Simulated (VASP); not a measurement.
KCl: electric field gradients with PBE

The system is KCl.

```
K Cl
1.0
     3.70668    0.00000    0.00000
     0.00000    3.70668    0.00000
     0.00000    0.00000    3.63400
K Cl
1 1
Direct
  0.00000 0.00000 0.00000
  0.50000 0.50000 0.50000
```

This cell differs from its parent crystal: equal xx and yy strain of +2 %.

```json
{
  "Program": "VASP 6.6.1",
  "Task": "electric field gradients",
  "Functional": "PBE",
  "Potentials or basis": "VASP PAW PBE potentials, release 64 (K_sv, Cl)",
  "Cutoff": "520 eV",
  "k mesh": "7 × 7 × 7",
  "Occupations": "fermi-dirac, width 0.02 eV",
  "Spin": "no spin polarisation",
  "Dipole correction": "no",
  "Further INCAR settings": "ALGO = Normal; EDIFF = 1e-08; NBANDS = 15"
}
```

| Property | Result |
| --- | --- |
| Pressure | 3.1 GPa |
| Band gap on the k mesh | 5.32 eV, indirect (least direct gap 5.51 eV) |

Stress tensor (GPa, compression positive):
```
2.79 0.00 0.00
0.00 2.79 0.00
0.00 0.00 3.77
```

Levels at points of the mesh, in eV from the valence-band top:
| k point | band 5 | band 6 | band 7 | band 8 | band 9 | band 10 | band 11 | band 12 |
| --- | --- | --- | --- | --- | --- | --- | --- | --- |
| (0.00, 0.00, 0.00) | -11.26 | -0.31 | -0.31 | -0.19 | 5.32 | 6.34 | 6.44 | 10.82 |

Electric field gradients, principal values (V/Å²):
```
atom   least  middle  greatest (by size)
 1 K  -1.287  -1.287               2.573
2 Cl   2.531   2.531              -5.061
```

Wall time 21 s on 1 thread of Intel(R) Xeon(R) Platinum 8488C (Sapphire Rapids), with other jobs on the host, peak memory 0.16 GiB.

Caveat: the cell differs from its parent crystal (equal xx and yy strain of +2 %); without QUAD_EFG the Cq values of the log hold for a quadrupole moment of 1 mb, not for the nuclei. A k mesh can miss the band edges.
